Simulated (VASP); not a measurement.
# LiF (P6_3mc) in VASP: notebook, part 2 of 2

VASP 6.6.1. Earlier steps stand in the parts before.

## (3) Single point, LDA

This run uses another cell than the first one, of the same volume but with other edges.

INCAR reads:

```
SYSTEM = LiF
ALGO = Normal
EDIFF = 1E-7
ENCUT = 520
ISIF = 2
ISMEAR = 0
LASPH = .TRUE.
LCHARG = .FALSE.
LREAL = .FALSE.
LWAVE = .FALSE.
NBANDS = 18
NELM = 100
PREC = Accurate
SIGMA = 0.05
```

KPOINTS reads:

```
k-points
0
G
  9 9 6
  0 0 0
```

POSCAR reads:

```
LiF
1.0
    3.0140916337      0.0000000000      0.0000000000
   -1.5070458168      2.6102799241      0.0000000000
    0.0000000000      0.0000000000      4.7086139501
Li F
2 2
Direct
    0.3333333333      0.6666666667      0.4214111656
    0.6666666667      0.3333333333      0.9214111656
    0.3333333333      0.6666666667      0.9910195924
    0.6666666667      0.3333333333      0.4910195924
```

Potentials or basis: VASP PAW LDA potentials, release 64 (Li_sv, F).

Command:

```sh
> cat potpaw_LDA.64/Li_sv/POTCAR potpaw_LDA.64/F/POTCAR > POTCAR
> mpirun -np 1 vasp_std > vasp.out
```

OUTCAR:

```text
SYSTEM = LiF
   EDIFF = 1E-7
   ENCUT = 520
   ISIF = 2
   ISMEAR = 0
   LASPH = .TRUE.
   LREAL = .FALSE.
   NELM = 100
   PREC = Accurate

 ion  position               nearest neighbor table
   1  0.333  0.667  0.421-   4 1.77   4 1.77   4 1.77   3 2.03
   2  0.667  0.333  0.921-   3 1.77   3 1.77   3 1.77   4 2.03
   3  0.333  0.667  0.991-   2 1.77   2 1.77   2 1.77   1 2.03
   4  0.667  0.333  0.491-   1 1.77   1 1.77   1 1.77   2 2.03

  LATTYP: Found a hexagonal cell.
 ALAT       =     3.0140916337
 C/A-ratio  =     1.5622000000

  Lattice vectors:

 A1 = (   3.0140916337,   0.0000000000,   0.0000000000)
 A2 = (  -1.5070458168,   2.6102799241,   0.0000000000)
 A3 = (   0.0000000000,   0.0000000000,   4.7086139501)

Analysis of symmetry for initial positions (statically):
=====================================================================
 Subroutine PRICEL returns:
 Original cell was already a primitive cell.

 Routine SETGRP: Setting up the symmetry group for a
 hexagonal supercell.

 Subroutine GETGRP returns: Found 12 space group operations
 (whereof  6 operations were pure point group operations)
 out of a pool of 24 trial point group operations.

[... 172 lines left out ...]
 cond. band min:       5.4218263353   @ k =   0.0000   0.0000   0.0000
 fundamental gap:      7.6575105523
 Fermi energy:        -1.8726867761

 k-point     1 :       0.0000    0.0000    0.0000
  band No.  band energies     occupation
      1     -41.5774      2.00000
      2     -41.5206      2.00000
      3     -21.5572      2.00000
      4     -21.1787      2.00000
      5      -5.0342      2.00000
      6      -3.0544      2.00000
[... 481 lines left out ...]
      5      -4.8327      2.00000
      6      -3.8308      2.00000
[... 10 lines left out ...]
     17      16.0774      0.00000
     18      19.2828      0.00000

 [... further k-points ...]

------------------------ aborting loop because EDIFF is reached ----------------------------------------

  FORCE on cell =-STRESS in cart. coord.  units (eV):
  Direction    XX          YY          ZZ          XY          YZ          ZX
  --------------------------------------------------------------------------------------
  -------------------------------------------------------------------------------------
  Total        0.8778670      0.8778670     -1.2071477      0.0000000      0.0000000      0.0000000
  in kB       37.9666857     37.9666857    -52.2076767      0.0000000      0.0000000      0.0000000
  external PRESSURE =       7.9085649 kB  Pullay stress =       0.0000000 kB

 VOLUME and BASIS-vectors are now :
 -----------------------------------------------------------------------------
  energy-cutoff  :      520.00
  volume of cell :       37.05
      direct lattice vectors                 reciprocal lattice vectors
     3.014091634  0.000000000  0.000000000     0.331774916  0.191550337  0.000000000
    -1.507045817  2.610279924  0.000000000     0.000000000  0.383100675  0.000000000
     0.000000000  0.000000000  4.708613950     0.000000000  0.000000000  0.212376723

 POSITION                                       TOTAL-FORCE (eV/Angst)
 -----------------------------------------------------------------------------------
     -0.00000      1.74019      1.98426        -0.000000     -0.000000     -0.341251
      1.50705      0.87009      4.33857         0.000000      0.000000     -0.341251
     -0.00000      1.74019      4.66633         0.000000     -0.000000      0.341251
      1.50705      0.87009      2.31202        -0.000000      0.000000      0.341251
 -----------------------------------------------------------------------------------
    total drift:                                0.000001      0.000001      0.000718

  FREE ENERGIE OF THE ION-ELECTRON SYSTEM (eV)
  ---------------------------------------------------
  free  energy   TOTEN  =       -20.7203276760 eV

  energy  without entropy=      -20.7203276760  energy(sigma->0) =      -20.72032768
```

OSZICAR:

```text
N       E                     dE             d eps       ncg     rms          rms(c)
DAV:   1     0.112413336407E+03    0.11241E+03   -0.11023E+04  1752   0.121E+03
DAV:   2    -0.122205474145E+02   -0.12463E+03   -0.12213E+03  1984   0.296E+02
DAV:   3    -0.220603604014E+02   -0.98398E+01   -0.97757E+01  3260   0.603E+01
DAV:   4    -0.221448042565E+02   -0.84444E-01   -0.84364E-01  2158   0.748E+00
DAV:   5    -0.221456963047E+02   -0.89205E-03   -0.89184E-03  2268   0.618E-01    0.701E+00
DAV:   6    -0.207500400517E+02    0.13957E+01   -0.36258E+00  1788   0.146E+01    0.218E+00
DAV:   7    -0.207302852498E+02    0.19755E-01   -0.10852E-01  1970   0.238E+00    0.138E+00
DAV:   8    -0.207210683493E+02    0.92169E-02   -0.40410E-02  2338   0.194E+00    0.309E-01
DAV:   9    -0.207201675441E+02    0.90081E-03   -0.50277E-03  1966   0.600E-01    0.830E-02
DAV:  10    -0.207203322202E+02   -0.16468E-03   -0.25225E-04  1838   0.135E-01    0.246E-02
DAV:  11    -0.207203278441E+02    0.43761E-05   -0.16926E-05  2338   0.410E-02    0.523E-03
DAV:  12    -0.207203277155E+02    0.12851E-06   -0.84397E-07  2630   0.745E-03    0.131E-03
DAV:  13    -0.207203276760E+02    0.39503E-07   -0.44996E-08  1332   0.211E-03
   1 F= -.20720328E+02 E0= -.20720328E+02  d E =-.747281E-27
```

stdout:

```text
POSCAR found type information on POSCAR LiF
 POSCAR found :  2 types and       4 ions
 scaLAPACK will be used
 LDA part: xc-table for (Slater(with rela. corr.)+CA(PZ))
 , standard interpolation
 POSCAR, INCAR and KPOINTS ok, starting setup
 FFT: planning ... GRIDC
 FFT: planning ... GRID_SOFT
 FFT: planning ... GRID
 WAVECAR not read
 entering main loop
```

Wall time 8.8 s (1 thread of Intel Xeon 6975P-C (Granite Rapids), shared host); peak memory 0.14 GiB.

Results:

- Free energy: -20.7203 eV
- Largest force: 0.341 eV/Å
- Band gap on the k mesh: 7.66 eV

Forces in eV/Å, atoms in the order of the input:
```
Li   0.000  0.000 -0.341
Li   0.000  0.000 -0.341
F    0.000  0.000  0.341
F    0.000  0.000  0.341
```

Caveat: the cutoff is under 1.25 times the usual one of these potentials, so pressure, stress and relaxed cells hold a basis-set (Pulay) error; an odd mesh through Γ misses points on the zone boundary, where band edges can lie.

## (4) Single point, LDA

This run uses another cell than the first one, of the same volume but with other edges.

INCAR reads:

```
  PREC = Accurate
  ENCUT = 520
  EDIFF = 1E-6
  ISMEAR = 0
  SIGMA = 0.05
  LREAL = F
  LASPH = T
  NELM = 100
  ALGO = Normal
  ISIF = 2
  LWAVE = F
  LCHARG = F
  NBANDS = 18
```

KPOINTS reads:

```
regular mesh
0
Gamma
  9 9 6
```

POSCAR reads:

```
LiF
1.0
    3.0300909680      0.0000000000      0.0000000000
   -1.5150454840      2.6241357541      0.0000000000
    0.0000000000      0.0000000000      4.6590208518
Li F
2 2
Direct
    0.3333333333      0.6666666667      0.4214111656
    0.6666666667      0.3333333333      0.9214111656
    0.3333333333      0.6666666667      0.9910195924
    0.6666666667      0.3333333333      0.4910195924
```

Command:

```sh
> cat potpaw_LDA.64/Li_sv/POTCAR potpaw_LDA.64/F/POTCAR > POTCAR
> mpirun -np 1 vasp_std > vasp.out
```

It took 22 s on 1 thread of AMD EPYC 7R13 (Zen 3), shared host; peak memory 0.12 GiB.

The run converged. Its results:

```yaml
Free_energy: -20.7410 eV
Largest_force: 0.306 eV/Å
Band_gap_on_the_k_mesh: 7.64 eV
```

Forces in eV/Å, atoms in the order of the input:
```
Li   0.000  0.000 -0.306
Li   0.000  0.000 -0.306
F    0.000  0.000  0.306
F    0.000  0.000  0.306
```

Levels at points of the mesh, in eV from the valence-band top:
```csv
k point,band 7,band 8,band 9,band 10,band 11,band 12,band 13,band 14
"(0.00, 0.00, 0.00)",-0.86,-0.49,-0.49,0.00,7.64,12.15,15.55,18.16
"(0.00, 0.00, 0.50)",-0.68,-0.68,-0.68,-0.68,9.53,9.53,17.57,17.57
```

Caveat: the cutoff is under 1.25 times the usual one of these potentials, so pressure, stress and relaxed cells hold a basis-set (Pulay) error; an odd mesh through Γ misses points on the zone boundary, where band edges can lie.

## (5) Overview

| cell | gap on the mesh (eV) | largest force (eV/Å) |
| --- | --- | --- |
| a = 3.080, b = 3.080, c = 4.509 Å, angles 90.0, 90.0, 120.0°, 4 atoms, atomic positions A | 7.85 | 0.81 |
| a = 3.014, b = 3.014, c = 4.709 Å, angles 90.0, 90.0, 120.0°, 4 atoms, atomic positions B | 7.66 | 0.34 |
| a = 3.030, b = 3.030, c = 4.659 Å, angles 90.0, 90.0, 120.0°, 4 atoms, atomic positions B | 7.64 | 0.31 |

Alike in all rows: task single point; level LDA; potentials or basis VASP PAW LDA potentials, release 64 (Li_sv, F); no spin polarisation; k mesh 9 × 9 × 6; cutoff (eV) 520; smearing gaussian 0.05 eV.

Caveats: the cutoff is under 1.25 times the usual one of these potentials, so pressure, stress and relaxed cells hold a basis-set (Pulay) error; an odd mesh through Γ misses points on the zone boundary, where band edges can lie.

Total energies depend on the potentials used, so only differences within one code and one set of settings carry meaning.
